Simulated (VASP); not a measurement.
# Ti2O (P-3m1) in VASP: single point with PBEsol

Aim: the single point of Ti2O with PBEsol.

Everything below comes from runs of VASP 6.6.1. Logs are shortened: lines on timing, memory, paths and dates and some standing lists are left out, and cuts for length are marked.

### Step 1. The cell of the first run

The structure is trigonal, space group P-3m1 (No. 164). The conventional cell has a = 2.953 Å, b = 2.953 Å, c = 13.871 Å, α = 90.00°, β = 90.00°, γ = 120.00°. Ti (site symmetry 3m) has 3 O at 2.11 Å and 3 Ti at 2.58 Å within 2.8 Å. Ti (site symmetry 3m) has 3 O at 2.11 Å and 12 Ti at 2.82 to 3.01 Å within 3.1 Å. Ti (site symmetry 3m) has 3 O at 2.11 Å and 12 Ti at 2.82 to 3.01 Å within 3.1 Å. Within 2.8 Å of O (site symmetry 3m) lie 6 Ti at 2.11 Å. Within 2.8 Å of O (site symmetry -3m) lie 6 Ti at 2.11 Å.

### Step 2. Single point, PBEsol (the distance across one plane changed)

Input file INCAR:

```
SYSTEM = Ti2O
  PREC = Accurate
  ENCUT = 520
  EDIFF = 1E-7
  ISMEAR = 0
  SIGMA = 0.15
  LREAL = .FALSE.
  LASPH = .TRUE.
  NELM = 60
  ALGO = Normal
  ISIF = 2
  LWAVE = .FALSE.
  LCHARG = .TRUE.
  GGA = PS
  LELF = .TRUE.
  LVHAR = .TRUE.
  NBANDS = 55
```

Input file KPOINTS:

```
Automatic mesh
0
G
  18 18 4
  0 0 0
```

Input file POSCAR:

```
Ti2O
1.0
   -2.9529519808      0.0000000000      0.0000000000
   -1.4764759904     -2.5573314315      0.0000000000
    0.0000000000      0.0000000000     13.8712009733
Ti O
6 3
Direct
    0.6666666667      0.6666666667      0.9407742269
    0.6666666667      0.6666666667      0.2596891980
    0.6666666667      0.6666666667      0.6002317124
    0.3333333333      0.3333333333      0.0807852079
    0.3333333333      0.3333333333      0.4213277224
    0.3333333333      0.3333333333      0.7618702368
    0.0000000000      1.0000000000      0.8513222319
    0.0000000000      1.0000000000      0.1702372030
    0.0000000000      1.0000000000      0.5107797174
```

Potentials or basis: VASP PAW PBE potentials, release 64 (Ti_sv, O).

On the command line:

```sh
$ cat potpaw_PBE.64/Ti_sv/POTCAR potpaw_PBE.64/O/POTCAR > POTCAR
$ mpirun -np 1 vasp_std > vasp.out
```

OUTCAR:

```text
SYSTEM = Ti2O
   PREC = Accurate
   ENCUT = 520
   EDIFF = 1E-7
   ISMEAR = 0
   LREAL = .FALSE.
   LASPH = .TRUE.
   NELM = 60
   ISIF = 2
   GGA = PS

 ion  position               nearest neighbor table
   1  0.667  0.667  0.941-   7 2.11   7 2.11   7 2.11   4 2.58   4 2.58   4 2.58
   2  0.667  0.667  0.260-   8 2.11   8 2.11   8 2.11   5 2.82   5 2.82   5 2.82
   3  0.667  0.667  0.600-   9 2.11   9 2.11   9 2.11   6 2.82   6 2.82   6 2.82
   4  0.333  0.333  0.081-   8 2.11   8 2.11   8 2.11   1 2.58   1 2.58   1 2.58
   5  0.333  0.333  0.421-   9 2.11   9 2.11   9 2.11   2 2.82   2 2.82   2 2.82
   6  0.333  0.333  0.762-   7 2.11   7 2.11   7 2.11   3 2.82   3 2.82   3 2.82
   7  0.000  0.000  0.851-   1 2.11   1 2.11   1 2.11   6 2.11   6 2.11   6 2.11
   8  0.000  0.000  0.170-   2 2.11   2 2.11   2 2.11   4 2.11   4 2.11   4 2.11
   9  0.000  0.000  0.511-   5 2.11   3 2.11   5 2.11   3 2.11   5 2.11   3 2.11

  LATTYP: Found a hexagonal cell.
 ALAT       =     2.9529519808
 C/A-ratio  =     4.6974014693

  Lattice vectors:

 A1 = (   1.4764759904,   2.5573314315,   0.0000000000)
 A2 = (  -2.9529519808,   0.0000000000,   0.0000000000)
 A3 = (   0.0000000000,   0.0000000000,  13.8712009733)

Analysis of symmetry for initial positions (statically):
=====================================================================
 Subroutine PRICEL returns:
 Original cell was already a primitive cell.

 Routine SETGRP: Setting up the symmetry group for a
 hexagonal supercell.

 Subroutine GETGRP returns: Found 12 space group operations
 (whereof  6 operations were pure point group operations)
 out of a pool of 24 trial point group operations.

The static configuration has the point symmetry C_3v.
 The point group associated with its full space group is D_3d.

Analysis of symmetry for dynamics (positions and initial velocities):
=====================================================================
 Subroutine PRICEL returns:
 Original cell was already a primitive cell.

 Routine SETGRP: Setting up the symmetry group for a
 hexagonal supercell.

 Subroutine GETGRP returns: Found 12 space group operations
 (whereof  6 operations were pure point group operations)
 out of a pool of 24 trial point group operations.

The dynamic configuration has the point symmetry C_3v.
 The point group associated with its full space group is D_3d.

 Subroutine INISYM returns: Found 12 space group operations
 (whereof  6 operations are pure point group operations),
 and found     1 'primitive' translations

[... 119 lines left out ...]
   NELECT =      90.0000    total number of electrons
   NUPDOWN=      -1.0000    fix difference up-down
   EMIN   =  10.00;   EMAX   =-10.00  energy-range for DOS
   EFERMI =   0.00;   METHOD = LEGACY
   ISMEAR =     0;   SIGMA  =   0.15  broadening in eV -4-tet -1-fermi 0-gaus
   EFERMI_NEDOS =   21; number of points for ismear=-14 and -15
   IALGO  =     38    algorithm
   IMIX   =      4    mixing-type and parameters
     AMIX     =   0.40;   BMIX     =  1.00
     AMIX_MAG =   1.60;   BMIX_MAG =  1.00
  volume/ion in A,a.u.               =      11.64        78.54
  Fermi-wavevector in a.u.,A,eV,Ry     =   1.556335  2.941047 32.955755  2.422180
  Thomas-Fermi vector in A             =   2.660146
   LORBIT       =      0    0 simple, 1 ext, 2 COOP (PROOUT), +10 PAW based schemes
   GGA     = PS    functional components
   LHFCALC =     F    Hartree Fock is set to
   AEXX    =    0.0000 exact exchange contribution
   IVDW    =     0    specifies the selected vdW correction
   LEPSILON=     F    determine dielectric tensor
   LRPA    =     F    only Hartree local field effects (RPA)
 non-spin polarized calculation
 Gauss-broadening in eV      SIGMA  =   0.15
  energy-cutoff  :      520.00
  volume of cell :      104.75
 maximum number of plane-waves:      2884
 NGX is ok and might be reduce to    24
   NGX = 11   NGY = 11   NGZ = 51

 number of electron      89.9999994 magnetization

 Free energy of the ion-electron system (eV)
  ---------------------------------------------------
  ext. energy  EPLUGINS =         0.00000000
  ---------------------------------------------------
  free energy    TOTEN  =       -82.42861846 eV

  energy without entropy =      -82.39519462  energy(sigma->0) =      -82.41190654

 E-fermi :  10.2521     XC(G=0): -12.6916

 val. band max:       10.2493516364   @ k =   0.0000   0.0000   0.2500
 cond. band min:      10.2546521945   @ k =   0.1667   0.0556   0.5000
 fundamental gap:      0.0053005581
 Fermi energy:        10.2521310207

 k-point     1 :       0.0000    0.0000    0.0000
  band No.  band energies     occupation
      1     -46.6821      2.00000
      2     -46.6504      2.00000
      3     -46.6018      2.00000
      4     -46.5646      2.00000
      5     -46.5557      2.00000
      6     -46.3465      2.00000
[... 1381 lines left out ...]
     54      12.7270      0.00000
     55      12.9428      0.00000

 [... further k-points ...]

------------------------ aborting loop because EDIFF is reached ----------------------------------------

  FORCE on cell =-STRESS in cart. coord.  units (eV):
  Direction    XX          YY          ZZ          XY          YZ          ZX
  --------------------------------------------------------------------------------------
  -------------------------------------------------------------------------------------
  Total        1.2445892      1.2445892      7.7872865      0.0000000     -0.0000000      0.0000000
  in kB       19.0361512     19.0361512    119.1075444      0.0000000     -0.0000000      0.0000000
  external PRESSURE =      52.3932823 kB  Pullay stress =       0.0000000 kB

 VOLUME and BASIS-vectors are now :
 -----------------------------------------------------------------------------
  energy-cutoff  :      520.00
  volume of cell :      104.75
      direct lattice vectors                 reciprocal lattice vectors
    -2.952951981  0.000000000  0.000000000    -0.338644179  0.195516308  0.000000000
    -1.476475990 -2.557331432  0.000000000     0.000000000 -0.391032616  0.000000000
     0.000000000  0.000000000 13.871200973     0.000000000  0.000000000  0.072091811

 POSITION                                       TOTAL-FORCE (eV/Angst)
 -----------------------------------------------------------------------------------
     -2.95295     -1.70489     13.04967        -0.000000     -0.000000     -2.662560
     -2.95295     -1.70489      3.60220         0.000000      0.000000      0.303259
     -2.95295     -1.70489      8.32593         0.000000      0.000000      0.168927
     -1.47648     -0.85244      1.12059         0.000000      0.000000      2.662560
     -1.47648     -0.85244      5.84432        -0.000000     -0.000000     -0.168927
     -1.47648     -0.85244     10.56806        -0.000000     -0.000000     -0.303259
      0.00000      0.00000     11.80886        -0.000000     -0.000000     -0.281327
      0.00000      0.00000      2.36139        -0.000000      0.000000      0.281327
      0.00000      0.00000      7.08513        -0.000000      0.000000     -0.000000
 -----------------------------------------------------------------------------------
    total drift:                               -0.000000     -0.000000      0.000007

  FREE ENERGIE OF THE ION-ELECTRON SYSTEM (eV)
  ---------------------------------------------------
  free  energy   TOTEN  =       -82.4286184589 eV

  energy  without entropy=      -82.3951946170  energy(sigma->0) =      -82.41190654
```

OSZICAR:

```text
N       E                     dE             d eps       ncg     rms          rms(c)
DAV:   1     0.140194988405E+04    0.14019E+04   -0.44150E+04 15324   0.210E+03
DAV:   2     0.152873439745E+03   -0.12491E+04   -0.12173E+04 15187   0.651E+02
DAV:   3    -0.710255679454E+02   -0.22390E+03   -0.21867E+03 21226   0.235E+02
DAV:   4    -0.935919823348E+02   -0.22566E+02   -0.22352E+02 22280   0.729E+01
DAV:   5    -0.950305366114E+02   -0.14386E+01   -0.14348E+01 24208   0.158E+01    0.317E+01
DAV:   6    -0.826805679883E+02    0.12350E+02   -0.70830E+01 21490   0.575E+01    0.105E+01
DAV:   7    -0.836820231060E+02   -0.10015E+01   -0.21906E+01 22752   0.273E+01    0.882E+00
DAV:   8    -0.826703376579E+02    0.10117E+01   -0.19718E+01 22800   0.158E+01    0.553E+00
DAV:   9    -0.825351396689E+02    0.13520E+00   -0.47858E+00 24022   0.876E+00    0.331E+00
DAV:  10    -0.824445263758E+02    0.90613E-01   -0.14567E+00 21857   0.827E+00    0.207E+00
DAV:  11    -0.824371948617E+02    0.73315E-02   -0.29855E-01 22947   0.358E+00    0.979E-01
DAV:  12    -0.824298813898E+02    0.73135E-02   -0.55477E-02 23489   0.159E+00    0.461E-01
DAV:  13    -0.824285546357E+02    0.13268E-02   -0.10094E-02 25665   0.846E-01    0.111E-01
DAV:  14    -0.824286026058E+02   -0.47970E-04   -0.26220E-03 23120   0.315E-01    0.418E-02
DAV:  15    -0.824286210609E+02   -0.18455E-04   -0.33323E-04 22729   0.121E-01    0.171E-02
DAV:  16    -0.824286171980E+02    0.38629E-05   -0.36131E-05 23960   0.495E-02    0.916E-03
DAV:  17    -0.824286184289E+02   -0.12309E-05   -0.86325E-06 21345   0.274E-02    0.188E-03
DAV:  18    -0.824286184589E+02   -0.29999E-07   -0.80257E-07 20920   0.664E-03
   1 F= -.82428618E+02 E0= -.82411907E+02  d E =-.334238E-01
```

Run time: 7.8 min. Hardware: 1 thread of Intel Xeon 6975P-C (Granite Rapids), shared host; peak memory 0.64 GiB.

What came out:

| Item | Value |
| --- | --- |
| Free energy | -82.4286 eV |
| Pressure | 5.2 GPa |
| Largest force | 2.663 eV/Å |
| Band gap on the k mesh | zero (bands 45 and 46 overlap by 0.67 eV) |

Forces on the atoms (eV/Å):
```
Ti   0.000  0.000 -2.663
Ti   0.000  0.000  0.303
Ti   0.000  0.000  0.169
Ti   0.000  0.000  2.663
Ti   0.000  0.000 -0.169
Ti   0.000  0.000 -0.303
O    0.000  0.000 -0.281
O    0.000  0.000  0.281
O    0.000  0.000  0.000
```

Stress tensor (GPa, compression positive):
```
 1.90  0.00  0.00
 0.00  1.90  0.00
 0.00  0.00 11.91
```

Levels at points of the mesh, in eV from the Fermi level:
| k point | band 41 | band 42 | band 43 | band 44 | band 45 | band 46 | band 47 | band 48 | band 49 | band 50 |
| --- | --- | --- | --- | --- | --- | --- | --- | --- | --- | --- |
| (0.00, 0.00, 0.00) | -0.79 | -0.08 | 0.02 | 0.02 | 0.21 | 0.21 | 0.34 | 0.47 | 0.47 | 1.07 |
| (0.50, 0.00, 0.00) | -1.21 | -1.16 | -0.64 | -0.58 | -0.45 | 0.22 | 0.48 | 0.91 | 1.27 | 1.59 |
| (0.00, 0.00, 0.50) | -0.60 | -0.31 | -0.02 | -0.02 | 0.37 | 0.37 | 0.43 | 0.43 | 0.63 | 0.85 |
| (0.50, 0.00, 0.50) | -1.23 | -1.22 | -0.54 | -0.54 | -0.46 | -0.25 | 0.87 | 0.97 | 1.36 | 1.43 |

Caveat: the cell differs from its parent crystal (the distance across one plane changed); the stress differs along the axes, from 2 to 12 GPa; the PAW data sets were made with another functional, which shifts forces and pressure a little.
